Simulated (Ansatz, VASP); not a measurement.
**Two plane-wave programs on LiCl**

```
Li Cl
1.0
     0.00000    2.55603    2.55603
     2.55603    0.00000    2.55603
     2.55603    2.55603    0.00000
Li Cl
1 1
Cartesian
  0.0000 0.0000 0.0000
  2.5560 2.5560 2.5560
```

Alike in both runs: task single point; functional r2SCAN; k mesh 6 × 6 × 6; occupations methfessel-paxton of order 1, width 0.05 eV; no spin polarisation.

|  | VASP | Ansatz |
| --- | --- | --- |
| version | VASP 6.6.1 | Ansatz 0.2.0 |
| potentials or method | VASP PAW PBE potentials, release 64 (Li_sv, Cl) | plane waves |
| plane-wave cutoff (eV) | 520 | 500 |
| valence electrons in the cell | 10 | 10 |

```csv
,VASP,Ansatz,Ansatz less VASP
gap on the k mesh at the Fermi level (eV),7.36,7.29,-0.069
```

VASP's potentials were made for PBE, not for r2SCAN.

Noted on VASP's run: the cutoff is short for stress, so the pressure is rough.
